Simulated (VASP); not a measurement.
# Rh (P6_3/mmc) in VASP: notebook

Rh is run at these levels: LDA; tasks: single point.

Program: VASP 6.6.1. These are calculated values, not measurements. Logs are shortened: lines on timing, memory, paths and dates and some standing lists are left out, and cuts for length are marked.

### Step 1. The cell of the first run

Symmetry: P6_3/mmc, No. 194, hexagonal system. Conventional cell: a = 2.675 Å, b = 2.675 Å, c = 4.338 Å, α = 90.00°, β = 90.00°, γ = 120.00°. Rh (site symmetry -6m2) has 12 Rh at 2.66 to 2.68 Å within 3.5 Å.

### Step 2. Single point, LDA

Contents of INCAR:

```
SYSTEM = Rh
  PREC = Accurate
  ENCUT = 520
  EDIFF = 1E-6
  ISMEAR = -1
  SIGMA = 0.05
  LREAL = .FALSE.
  LASPH = .TRUE.
  NELM = 100
  ALGO = Fast
  ISIF = 2
  LWAVE = .FALSE.
  LCHARG = .FALSE.
  GGA = CA
  NBANDS = 22
```

Contents of KPOINTS:

```
Automatic mesh
0
G
  11 11 6
  0 0 0
```

Contents of POSCAR:

```
Rh
1.0
    2.6752291329      0.0000000000      0.0000000000
   -1.3376145665      2.3168163901      0.0000000000
    0.0000000000      0.0000000000      4.3380863070
Rh
2
Direct
    0.3333333333      0.6666666667      0.2500000000
    0.6666666667      0.3333333333      0.7500000000
```

Potentials or basis: VASP PAW LDA potentials, release 64 (Rh_pv).

The run is started by

```
$ cat potpaw_LDA.64/Rh_pv/POTCAR > POTCAR
$ mpirun -np 1 vasp_std > vasp.out
```

OUTCAR:

```text
SYSTEM = Rh
   PREC = Accurate
   ENCUT = 520
   EDIFF = 1E-6
   ISMEAR = -1
   LREAL = .FALSE.
   LASPH = .TRUE.
   NELM = 100
   ISIF = 2
   GGA = CA

 ion  position               nearest neighbor table
   1  0.333  0.667  0.250-   2 2.66   2 2.66   2 2.66   2 2.66   2 2.66   2 2.66
   2  0.667  0.333  0.750-   1 2.66   1 2.66   1 2.66   1 2.66   1 2.66   1 2.66

  LATTYP: Found a hexagonal cell.
 ALAT       =     2.6752291329
 C/A-ratio  =     1.6215756077

  Lattice vectors:

 A1 = (   2.6752291329,   0.0000000000,   0.0000000000)
 A2 = (  -1.3376145665,   2.3168163901,   0.0000000000)
 A3 = (   0.0000000000,   0.0000000000,   4.3380863070)

Analysis of symmetry for initial positions (statically):
=====================================================================
 Subroutine PRICEL returns:
 Original cell was already a primitive cell.

 Routine SETGRP: Setting up the symmetry group for a
 hexagonal supercell.

 Subroutine GETGRP returns: Found 24 space group operations
 (whereof 12 operations were pure point group operations)
 out of a pool of 24 trial point group operations.

The static configuration has the point symmetry D_3d.
 The point group associated with its full space group is D_6h.

Analysis of symmetry for dynamics (positions and initial velocities):
=====================================================================
 Subroutine PRICEL returns:
 Original cell was already a primitive cell.

 Routine SETGRP: Setting up the symmetry group for a
 hexagonal supercell.

 Subroutine GETGRP returns: Found 24 space group operations
 (whereof 12 operations were pure point group operations)
 out of a pool of 24 trial point group operations.

The dynamic configuration has the point symmetry D_3d.
 The point group associated with its full space group is D_6h.

 Subroutine INISYM returns: Found 24 space group operations
 (whereof 12 operations are pure point group operations),
 and found     1 'primitive' translations

----------------------------------------------------------------------------------------

                                     Primitive cell

  volume of cell :      26.8875

  direct lattice vectors                    reciprocal lattice vectors
     2.675229133  0.000000000  0.000000000     0.373799757  0.215813390  0.000000000
    -1.337614567  2.316816390  0.000000000     0.000000000  0.431626781  0.000000000
     0.000000000  0.000000000  4.338086307     0.000000000  0.000000000  0.230516391

  length of vectors
     2.675229133  2.675229133  4.338086307     0.431626781  0.431626781  0.230516391

  position of ions in fractional coordinates (direct lattice)
     0.333333333  0.666666667  0.250000000
     0.666666667  0.333333333  0.750000000

  ion indices of the primitive-cell ions
   primitive index   ion index
                 1           1
                 2           2

----------------------------------------------------------------------------------------

 KPOINTS: Automatic mesh

Automatic generation of k-mesh.
 Grid dimensions read from file:
 generate k-points for:   11   11    6

 Generating k-lattice:

  Cartesian coordinates                     Fractional coordinates (reciprocal lattice)
     0.033981796  0.019619399  0.000000000     0.090909091 -0.000000000  0.000000000
     0.000000000  0.039238798  0.000000000     0.000000000  0.090909091  0.000000000
     0.000000000  0.000000000  0.038419399     0.000000000  0.000000000  0.166666667

  Length of vectors
     0.039238798  0.039238798  0.038419399

  Shift w.r.t. Gamma in fractional coordinates (k-lattice)
     0.000000000  0.000000000  0.000000000

 Subroutine IBZKPT returns following result:
 ===========================================

 Found     64 irreducible k-points:

 Following reciprocal coordinates:
            Coordinates               Weight
  0.000000  0.000000  0.000000      1.000000
  0.090909 -0.000000  0.000000      6.000000
  0.181818 -0.000000  0.000000      6.000000
  0.272727 -0.000000  0.000000      6.000000
  0.363636 -0.000000  0.000000      6.000000
  0.454545 -0.000000  0.000000      6.000000
[... 16 lines left out ...]
  0.090909  0.090909  0.166667     12.000000
  0.181818  0.090909  0.166667     24.000000
 [... further k-points ...]
   k-points           NKPTS =     64   k-points in BZ     NKDIM =     64   number of bands    NBANDS=     22
   number of dos      NEDOS =    301   number of ions     NIONS =      2
   total plane-waves  NPLWV =  12800
   dimension x,y,z NGX =    20 NGY =   20 NGZ =   32
   dimension x,y,z NGXF=    40 NGYF=   40 NGZF=   64
   ions per type =               2
   NGX,Y,Z   is equivalent  to a cutoff of  12.43, 12.43, 12.26 a.u.
   NGXF,Y,Z  is equivalent  to a cutoff of  24.86, 24.86, 24.53 a.u.
 SYSTEM =  Rh
   PREC   = accura    normal or accurate (medium, high low for compatibility)
   ISTART =      0    job   : 0-new  1-cont  2-samecut
   ICHARG =      2    charge: 1-file 2-atom 10-const
   ISPIN  =      1    spin polarized calculation?
   LNONCOLLINEAR =      F non collinear calculations
   LSORBIT =      F    spin-orbit coupling
   LASPH  =      T    aspherical Exc in radial PAW
   ENCUT  =  520.0 eV  38.22 Ry    6.18 a.u.   4.97  4.97  8.07*2*pi/ulx,y,z
   NELM   =    100;   NELMIN=  2; NELMDL= -5     # of ELM steps
   EDIFF  = 0.1E-05   stopping-criterion for ELM
   LREAL  =      F    real-space projection
   EDIFFG = 0.1E-04   stopping-criterion for IOM
   NSW    =      0    number of steps for IOM
   IBRION =     -1    ionic relax: 0-MD 1-quasi-New 2-CG
   NFREE  =      0    steps in history (QN), initial steepest desc. (CG)
   ISIF   =      2    stress and relaxation
   ISYM   =      2    0-nonsym 1-usesym 2-fastsym
   POTIM  = 0.5000    time-step for ionic-motion
   TEBEG  =    0.0;   TEEND  =   0.0 temperature during run
   PSTRESS=    0.0 pullay stress
   NELECT =      30.0000    total number of electrons
   NUPDOWN=      -1.0000    fix difference up-down
   EMIN   =  10.00;   EMAX   =-10.00  energy-range for DOS
   EFERMI =   0.00;   METHOD = LEGACY
   ISMEAR =    -1;   SIGMA  =   0.05  broadening in eV -4-tet -1-fermi 0-gaus
   EFERMI_NEDOS =   21; number of points for ismear=-14 and -15
   IALGO  =     68    algorithm
   IMIX   =      4    mixing-type and parameters
     AMIX     =   0.40;   BMIX     =  1.00
     AMIX_MAG =   1.60;   BMIX_MAG =  1.00
  volume/ion in A,a.u.               =      13.44        90.72
  Fermi-wavevector in a.u.,A,eV,Ry     =   1.697976  3.208710 39.227282  2.883124
  Thomas-Fermi vector in A             =   2.778560
   LORBIT       =      0    0 simple, 1 ext, 2 COOP (PROOUT), +10 PAW based schemes
   GGA     = CA    functional components
   LHFCALC =     F    Hartree Fock is set to
   AEXX    =    0.0000 exact exchange contribution
   IVDW    =     0    specifies the selected vdW correction
   LEPSILON=     F    determine dielectric tensor
   LRPA    =     F    only Hartree local field effects (RPA)
 non-spin polarized calculation
 RMM-DIIS sequential band-by-band and
  energy-cutoff  :      520.00
  volume of cell :       26.89
 maximum number of plane-waves:       752
 NGX is ok and might be reduce to    20
   NGX =  9   NGY =  9   NGZ = 17

 number of electron      30.0000002 magnetization

 Free energy of the ion-electron system (eV)
  ---------------------------------------------------
  ext. energy  EPLUGINS =         0.00000000
  ---------------------------------------------------
  free energy    TOTEN  =       -17.28889536 eV

  energy without entropy =      -17.26181222  energy(sigma->0) =      -17.27535379

 E-fermi :  12.2213     XC(G=0): -14.4934

 val. band max:       12.2085616122   @ k =   0.0909  -0.0000   0.3333
 cond. band min:      12.2296880983   @ k =   0.0909   0.0909   0.3333
 fundamental gap:      0.0211264861
 Fermi energy:        12.2213448689

 k-point     1 :       0.0000    0.0000    0.0000
  band No.  band energies     occupation
      1     -34.8801      2.00000
      2     -34.1646      2.00000
      3     -34.1646      2.00000
      4     -34.0601      2.00000
      5     -34.0491      2.00000
      6     -34.0491      2.00000
[... 14 lines left out ...]
     21      30.2698      0.00000
     22      30.9753      0.00000

 k-point     2 :       0.0909   -0.0000    0.0000
  band No.  band energies     occupation
      1     -34.8591      2.00000
      2     -34.2127      2.00000
      3     -34.1801      2.00000
      4     -34.0989      2.00000
      5     -34.0687      2.00000
      6     -34.0567      2.00000
[... 14 lines left out ...]
     21      30.6112      0.00000
     22      31.2196      0.00000

 k-point     3 :       0.1818   -0.0000    0.0000
  band No.  band energies     occupation
      1     -34.7996      2.00000
      2     -34.3419      2.00000
      3     -34.2301      2.00000
      4     -34.2205      2.00000
      5     -34.0947      2.00000
      6     -34.0783      2.00000
[... 14 lines left out ...]
     21      30.8866      0.00000
     22      31.1275      0.00000

 k-point     4 :       0.2727   -0.0000    0.0000
  band No.  band energies     occupation
      1     -34.7120      2.00000
      2     -34.5112      2.00000
      3     -34.3965      2.00000
      4     -34.2714      2.00000
      5     -34.1384      2.00000
      6     -34.1080      2.00000
[... 14 lines left out ...]
     21      28.8075      0.00000
     22      29.1807      0.00000

 k-point     5 :       0.3636   -0.0000    0.0000
  band No.  band energies     occupation
      1     -34.6666      2.00000
      2     -34.6139      2.00000
      3     -34.5446      2.00000
      4     -34.3167      2.00000
      5     -34.1959      2.00000
      6     -34.1363      2.00000
[... 417 lines left out ...]
 k-point    22 :       0.4545   -0.0000    0.1667
  band No.  band energies     occupation
      1     -34.7930      2.00000
      2     -34.6708      2.00000
      3     -34.4728      2.00000
      4     -34.3306      2.00000
      5     -34.2366      2.00000
      6     -34.1663      2.00000
[... 14 lines left out ...]
     21      26.1700      0.00000
     22      26.7723      0.00000

 k-point    23 :       0.0909    0.0909    0.1667
  band No.  band energies     occupation
      1     -34.7772      2.00000
      2     -34.2786      2.00000
      3     -34.2468      2.00000
      4     -34.1882      2.00000
      5     -34.0995      2.00000
      6     -34.0875      2.00000
[... 14 lines left out ...]
     21      30.3648      0.00000
     22      30.9275      0.00000

 k-point    24 :       0.1818    0.0909    0.1667
  band No.  band energies     occupation
      1     -34.7239      2.00000
      2     -34.4098      2.00000
      3     -34.3765      2.00000
      4     -34.2432      2.00000
      5     -34.1331      2.00000
      6     -34.1203      2.00000
[... 14 lines left out ...]
     21      28.6171      0.00000
     22      29.7993      0.00000

 [... further k-points ...]
[... 5 lines left out ...]
  --------------------------------------------------------------------------------------
  -------------------------------------------------------------------------------------
  Total       -0.4277374     -0.4277374     -0.6295277      0.0000000      0.0000000      0.0000000
  in kB      -25.4880738    -25.4880738    -37.5123819      0.0000000      0.0000000      0.0000000
  external PRESSURE =     -29.4961765 kB  Pullay stress =       0.0000000 kB

 VOLUME and BASIS-vectors are now :
 -----------------------------------------------------------------------------
  energy-cutoff  :      520.00
  volume of cell :       26.89
      direct lattice vectors                 reciprocal lattice vectors
     2.675229133  0.000000000  0.000000000     0.373799757  0.215813390  0.000000000
    -1.337614567  2.316816390  0.000000000     0.000000000  0.431626781  0.000000000
     0.000000000  0.000000000  4.338086307     0.000000000  0.000000000  0.230516391

 POSITION                                       TOTAL-FORCE (eV/Angst)
 -----------------------------------------------------------------------------------
     -0.00000      1.54454      1.08452         0.000000     -0.000000      0.000000
      1.33761      0.77227      3.25356        -0.000000      0.000000      0.000000
 -----------------------------------------------------------------------------------
    total drift:                               -0.000000      0.000000     -0.000000

  FREE ENERGIE OF THE ION-ELECTRON SYSTEM (eV)
  ---------------------------------------------------
  free  energy   TOTEN  =       -17.2888953571 eV

  energy  without entropy=      -17.2618122176  energy(sigma->0) =      -17.27535379
```

Run time: 16 s. Hardware: 1 thread of Intel Xeon Platinum 8375C at 2.90GHz (Ice Lake), shared host; peak memory 0.14 GiB.

What came out:

```yaml
Free_energy: -17.2889 eV
Pressure: -2.9 GPa
Band_gap_on_the_k_mesh: zero (band 15 reaches 12.89 eV, above the bottom of band 16 at 10.41 eV)
```

Levels at points of the mesh, in eV from the Fermi level:
| k point | band 12 | band 13 | band 14 | band 15 | band 16 | band 17 | band 18 | band 19 |
| --- | --- | --- | --- | --- | --- | --- | --- | --- |
| (0.00, 0.00, 0.00) | -2.62 | -2.62 | -1.97 | -1.97 | 0.15 | 0.15 | 0.64 | 8.77 |
| (0.00, 0.00, 0.50) | -3.27 | -3.27 | -3.27 | -0.44 | -0.44 | -0.44 | -0.44 | 14.90 |

### Step 3. Single point, LDA

This run uses another cell than the first one, of 13.73 Å³/atom, 1.021 times its volume.

Contents of INCAR:

```
ALGO = Normal
EDIFF = 1E-6
ENCUT = 520
GGA = CA
ISIF = 2
ISMEAR = -1
LASPH = True
LCHARG = True
LELF = True
LREAL = False
LVHAR = True
LWAVE = False
NBANDS = 22
NELM = 100
PREC = Accurate
SIGMA = 0.05
```

Contents of KPOINTS:

```
k-points
0
Gamma
  11 11 6
```

Contents of POSCAR:

```
Rh
1.0
    2.6940693954      0.0000000000      0.0000000000
   -1.3470346977      2.3331325361      0.0000000000
    0.0000000000      0.0000000000      4.3686372171
Rh
2
Direct
    0.3333333333      0.6666666667      0.2500000000
    0.6666666667      0.3333333333      0.7500000000
```

Potentials or basis: VASP PAW LDA potentials, release 64 (Rh_pv).

The run is started by

```
$ cat potpaw_LDA.64/Rh_pv/POTCAR > POTCAR
$ mpirun -np 1 vasp_std > vasp.out
```

Run time: 14 s. Hardware: 1 thread of Intel Xeon Platinum 8375C at 2.90GHz (Ice Lake), shared host; peak memory 0.15 GiB.

It converged, with:

* Free energy: -17.2678 eV
* Pressure: -8.9 GPa
* Band gap on the k mesh: zero (band 15 reaches 12.46 eV, above the bottom of band 16 at 10.07 eV)

Stress tensor (GPa, compression positive):
```
-8.51  0.00  0.00
 0.00 -8.51  0.00
 0.00  0.00 -9.80
```

Levels at points of the mesh, in eV from the Fermi level:
```tsv
k point	band 11	band 12	band 13	band 14	band 15	band 16	band 17	band 18	band 19	band 20
(0.00, 0.00, 0.00)	-3.06	-2.54	-2.54	-1.90	-1.90	0.15	0.15	0.67	8.56	15.88
(0.00, 0.00, 0.50)	-3.16	-3.16	-3.16	-3.16	-0.43	-0.43	-0.43	-0.43	14.82	14.82
```

### Step 4. Single point, LDA

This run uses another cell than the first one, of 14.02 Å³/atom, 1.043 times its volume.

Contents of INCAR:

```
SYSTEM = Rh
PREC = Accurate
ENCUT = 520
EDIFF = 1E-6
ISMEAR = -1
SIGMA = 0.05
LREAL = .False.
LASPH = .True.
NELM = 80
ALGO = Normal
ISIF = 2
LWAVE = .False.
LCHARG = .False.
GGA = CA
NBANDS = 22
```

Contents of KPOINTS:

```
regular mesh
0
Gamma
  11 11 6
  0 0 0
```

Contents of POSCAR:

```
Rh
1.0
    2.7126497715      0.0000000000      0.0000000000
   -1.3563248858      2.3492236138      0.0000000000
    0.0000000000      0.0000000000      4.3987667018
Rh
2
Direct
    0.3333333333      0.6666666667      0.2500000000
    0.6666666667      0.3333333333      0.7500000000
```

The run is started by

```
$ cat potpaw_LDA.64/Rh_pv/POTCAR > POTCAR
$ mpirun -np 1 vasp_std > vasp.out
```

Run time: 16 s. Hardware: 1 thread of Intel Xeon Platinum 8375C at 2.90GHz (Ice Lake), shared host; peak memory 0.15 GiB.

Results (log left out):

```yaml
Free_energy: -17.2268 eV
Pressure: -14.1 GPa
Band_gap_on_the_k_mesh: zero (band 15 reaches 12.05 eV, above the bottom of band 16 at 9.75 eV)
```

Stress tensor (GPa, compression positive):
```
-13.68   0.00   0.00
  0.00 -13.68   0.00
  0.00   0.00 -15.06
```

Levels at points of the mesh, in eV from the Fermi level:
```tsv
k point	band 12	band 13	band 14	band 15	band 16	band 17	band 18	band 19
(0.00, 0.00, 0.00)	-2.45	-2.45	-1.84	-1.84	0.15	0.15	0.69	8.35
(0.00, 0.00, 0.50)	-3.06	-3.06	-3.06	-0.42	-0.42	-0.42	-0.42	14.73
```

### Step 5. The runs side by side

| cell | gap on the mesh (eV) | pressure (GPa) |
| --- | --- | --- |
| a = 2.675, b = 2.675, c = 4.338 Å, angles 90.0, 90.0, 120.0°, 2 atoms | none | -2.9 |
| a = 2.694, b = 2.694, c = 4.369 Å, angles 90.0, 90.0, 120.0°, 2 atoms | none | -8.9 |
| a = 2.713, b = 2.713, c = 4.399 Å, angles 90.0, 90.0, 120.0°, 2 atoms | none | -14.1 |

Alike in all rows: task single point; level LDA; potentials or basis VASP PAW LDA potentials, release 64 (Rh_pv); no spin polarisation; k mesh 11 × 11 × 6; cutoff (eV) 520; smearing fermi-dirac 0.05 eV.

Total energies depend on the potentials used, so only differences within one code and one set of settings carry meaning.
